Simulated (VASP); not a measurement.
# PbSe (P4/nmm) in VASP: further runs, part 2 of 3

VASP 6.6.1.

**3. Single point, PBE (atoms taken out)**

Contents of INCAR:

```
SYSTEM = PbSe
  PREC = Accurate
  ENCUT = 520
  EDIFF = 1E-7
  ISMEAR = 0
  SIGMA = 0.02
  LREAL = .False.
  LASPH = .True.
  NELM = 60
  ALGO = Normal
  ISIF = 2
  LWAVE = .False.
  LCHARG = .True.
  GGA = PE
  LELF = .True.
  LVHAR = .True.
  NBANDS = 28
```

Contents of KPOINTS:

```
Automatic mesh
0
Gamma
  8 8 8
  0 0 0
```

Contents of POSCAR:

```
PbSe
1.0
    5.3515043033      0.0000000000      0.0000000000
    0.0000000000      5.3515043033      0.0000000000
    0.0000000000      0.0000000000      4.2233452461
Pb Se
2 2
Direct
    0.5000000000      0.0000000000      0.6822417172
    0.0000000000      0.5000000000      0.3177582828
    0.0000000000      0.0000000000      0.0000000000
    0.5000000000      0.5000000000      0.0000000000
```

Potentials or basis: VASP PAW PBE potentials, release 64 (Pb_d, Se).

The run is started by

```console
$ cat potpaw_PBE.64/Pb_d/POTCAR potpaw_PBE.64/Se/POTCAR > POTCAR
$ mpirun -np 1 vasp_std > vasp.out
```

OUTCAR:

```text
SYSTEM = PbSe
   PREC = Accurate
   ENCUT = 520
   EDIFF = 1E-7
   ISMEAR = 0
   LREAL = .False.
   LASPH = .True.
   NELM = 60
   ISIF = 2
   GGA = PE

 ion  position               nearest neighbor table
   1  0.500  0.000  0.682-   3 2.99   4 2.99   4 2.99   3 2.99   2 4.09   2 4.09   2 4.09   2 4.09

   2  0.000  0.500  0.318-   3 2.99   4 2.99   3 2.99   4 2.99   1 4.09   1 4.09   1 4.09   1 4.09

   3  0.000  0.000  0.000-   1 2.99   2 2.99   2 2.99   1 2.99
   4  0.500  0.500  0.000-   1 2.99   2 2.99   1 2.99   2 2.99

  LATTYP: Found a simple tetragonal cell.
 ALAT       =     5.3515043033
 C/A-ratio  =     0.7891884238

  Lattice vectors:

 A1 = (   5.3515043033,   0.0000000000,   0.0000000000)
 A2 = (   0.0000000000,   5.3515043033,   0.0000000000)
 A3 = (   0.0000000000,   0.0000000000,   4.2233452461)

Analysis of symmetry for initial positions (statically):
=====================================================================
 Subroutine PRICEL returns:
 Original cell was already a primitive cell.

 Routine SETGRP: Setting up the symmetry group for a
 simple tetragonal supercell.

 Subroutine GETGRP returns: Found 16 space group operations
 (whereof  8 operations were pure point group operations)
 out of a pool of 16 trial point group operations.

The static configuration has the point symmetry D_2d.
 The point group associated with its full space group is D_4h.

Analysis of symmetry for dynamics (positions and initial velocities):
=====================================================================
 Subroutine PRICEL returns:
 Original cell was already a primitive cell.

 Routine SETGRP: Setting up the symmetry group for a
 simple tetragonal supercell.

 Subroutine GETGRP returns: Found 16 space group operations
 (whereof  8 operations were pure point group operations)
 out of a pool of 16 trial point group operations.

The dynamic configuration has the point symmetry D_2d.
 The point group associated with its full space group is D_4h.

 Subroutine INISYM returns: Found 16 space group operations
[... 121 lines left out ...]
     AMIX_MAG =   1.60;   BMIX_MAG =  1.00
  volume/ion in A,a.u.               =      30.24       204.05
  Fermi-wavevector in a.u.,A,eV,Ry     =   1.132119  2.139395 17.438495  1.281693
  Thomas-Fermi vector in A             =   2.268819
   LORBIT       =      0    0 simple, 1 ext, 2 COOP (PROOUT), +10 PAW based schemes
   GGA     = PE    functional components
   LHFCALC =     F    Hartree Fock is set to
   AEXX    =    0.0000 exact exchange contribution
   IVDW    =     0    specifies the selected vdW correction
   LEPSILON=     F    determine dielectric tensor
   LRPA    =     F    only Hartree local field effects (RPA)
 non-spin polarized calculation
 Gauss-broadening in eV      SIGMA  =   0.02
  energy-cutoff  :      520.00
  volume of cell :      120.95
 maximum number of plane-waves:      3284
 NGX is ok and might be reduce to    40
   NGX = 19   NGY = 19   NGZ = 15

 number of electron      40.0000010 magnetization

 Free energy of the ion-electron system (eV)
  ---------------------------------------------------
  ext. energy  EPLUGINS =         0.00000000
  ---------------------------------------------------
  free energy    TOTEN  =       -15.70836602 eV

  energy without entropy =      -15.70836602  energy(sigma->0) =      -15.70836602

 E-fermi :   4.2548     XC(G=0):  -9.3124

 val. band max:        4.1687930322   @ k =   0.5000   0.5000   0.5000
 cond. band min:       4.5719956308   @ k =   0.1250   0.1250   0.3750
 fundamental gap:      0.4032025986
 Fermi energy:         4.2547506638

 k-point     1 :       0.0000    0.0000    0.0000
  band No.  band energies     occupation
      1     -12.4846      2.00000
      2     -12.4724      2.00000
      3     -12.4645      2.00000
      4     -12.4444      2.00000
      5     -12.4444      2.00000
      6     -12.4285      2.00000
[... 733 lines left out ...]
     27      11.5385      0.00000
     28      11.5385      0.00000

 [... further k-points ...]

------------------------ aborting loop because EDIFF is reached ----------------------------------------

  FORCE on cell =-STRESS in cart. coord.  units (eV):
  Direction    XX          YY          ZZ          XY          YZ          ZX
  --------------------------------------------------------------------------------------
  -------------------------------------------------------------------------------------
  Total        0.0023719      0.0023719     -0.0119399      0.0000000      0.0000000      0.0000000
  in kB        0.0314192      0.0314192     -0.1581623      0.0000000      0.0000000      0.0000000
  external PRESSURE =      -0.0317746 kB  Pullay stress =       0.0000000 kB

 VOLUME and BASIS-vectors are now :
 -----------------------------------------------------------------------------
  energy-cutoff  :      520.00
  volume of cell :      120.95
      direct lattice vectors                 reciprocal lattice vectors
     5.351504303  0.000000000  0.000000000     0.186863346  0.000000000  0.000000000
     0.000000000  5.351504303  0.000000000     0.000000000  0.186863346  0.000000000
     0.000000000  0.000000000  4.223345246     0.000000000  0.000000000  0.236779127

 POSITION                                       TOTAL-FORCE (eV/Angst)
 -----------------------------------------------------------------------------------
      2.67575      0.00000      2.88134         0.000000      0.000000     -0.010607
      0.00000      2.67575      1.34200        -0.000000      0.000000      0.010607
      0.00000      0.00000      0.00000        -0.000000     -0.000000      0.000000
      2.67575      2.67575      0.00000        -0.000000      0.000000      0.000000
 -----------------------------------------------------------------------------------
    total drift:                               -0.000000      0.000000      0.000000

  FREE ENERGIE OF THE ION-ELECTRON SYSTEM (eV)
  ---------------------------------------------------
  free  energy   TOTEN  =       -15.7083660249 eV

  energy  without entropy=      -15.7083660249  energy(sigma->0) =      -15.70836602
```

OSZICAR:

```text
N       E                     dE             d eps       ncg     rms          rms(c)
DAV:   1     0.397223447773E+03    0.39722E+03   -0.18649E+04  4200   0.149E+03
DAV:   2     0.264483733186E+02   -0.37078E+03   -0.36030E+03  4216   0.390E+02
DAV:   3    -0.146416731469E+02   -0.41090E+02   -0.39891E+02  5472   0.145E+02
DAV:   4    -0.164964102279E+02   -0.18547E+01   -0.18490E+01  4900   0.323E+01
DAV:   5    -0.165589505443E+02   -0.62540E-01   -0.62533E-01  5440   0.650E+00    0.409E+00
DAV:   6    -0.157174767262E+02    0.84147E+00   -0.19784E+00  5832   0.834E+00    0.211E+00
DAV:   7    -0.157080285592E+02    0.94482E-02   -0.40369E-01  4764   0.255E+00    0.132E+00
DAV:   8    -0.157128602885E+02   -0.48317E-02   -0.64994E-02  5712   0.204E+00    0.360E-01
DAV:   9    -0.157080944563E+02    0.47658E-02   -0.19367E-02  5828   0.101E+00    0.100E-01
DAV:  10    -0.157083309814E+02   -0.23653E-03   -0.16137E-03  5248   0.189E-01    0.412E-02
DAV:  11    -0.157083665306E+02   -0.35549E-04   -0.14038E-04  5560   0.903E-02    0.144E-02
DAV:  12    -0.157083662197E+02    0.31092E-06   -0.15988E-05  5592   0.222E-02    0.222E-03
DAV:  13    -0.157083660504E+02    0.16933E-06   -0.10733E-06  4300   0.657E-03    0.172E-03
DAV:  14    -0.157083660249E+02    0.25484E-07   -0.20582E-07  3964   0.279E-03
   1 F= -.15708366E+02 E0= -.15708366E+02  d E =-.419172E-12
```

stdout:

```text
POSCAR found type information on POSCAR PbSe
 POSCAR found :  2 types and       4 ions
 scaLAPACK will be used
 LDA part: xc-table for (Slater+PW92), standard interpolation
 POSCAR, INCAR and KPOINTS ok, starting setup
 FFT: planning ... GRIDC
 FFT: planning ... GRID_SOFT
 FFT: planning ... GRID
 WAVECAR not read
 entering main loop
```

It took 3.2 min on 1 thread of Intel Xeon 8259CL, shared host; peak memory 0.37 GiB.

Results:

```
Free energy            : -15.7084 eV
Pressure               : 0.0 GPa
Largest force          : 0.011 eV/Å
Band gap on the k mesh : 0.40 eV (least direct gap 0.93 eV)
```

Forces in eV/Å, atoms in the order of the input:
```
Pb   0.000  0.000 -0.011
Pb   0.000  0.000  0.011
Se   0.000  0.000  0.000
Se   0.000  0.000  0.000
```

Levels at points of the mesh, in eV from the valence-band top:
```
           k point  band 16  band 17  band 18  band 19  band 20  band 21  band 22  band 23  band 24  band 25
(0.00, 0.00, 0.00)    -3.93    -1.30    -1.30    -1.01    -0.26     2.02     3.92     4.55     4.55     5.01
(0.50, 0.00, 0.00)    -2.86    -1.26    -1.26    -0.42    -0.42     1.94     1.94     4.57     4.57     4.78
(0.50, 0.50, 0.00)    -1.17    -0.68    -0.68    -0.11    -0.11     0.82     0.82     3.34     3.34     4.15
(0.00, 0.00, 0.50)    -3.04    -1.58    -1.35    -1.11    -1.11     0.83     1.01     1.19     1.19     4.84
(0.50, 0.00, 0.50)    -3.03    -2.21    -2.21    -1.19    -1.19     2.38     2.38     2.71     2.71     4.41
(0.50, 0.50, 0.50)    -3.39    -3.13    -3.13     0.00     0.00     3.90     3.90     4.09     4.09     4.29
```

Caveat: the cell differs from its parent crystal (atoms taken out); spin-orbit coupling is left out, which moves the levels of the heavy elements. A k mesh can miss the band edges.

[end of part 2 of 3]
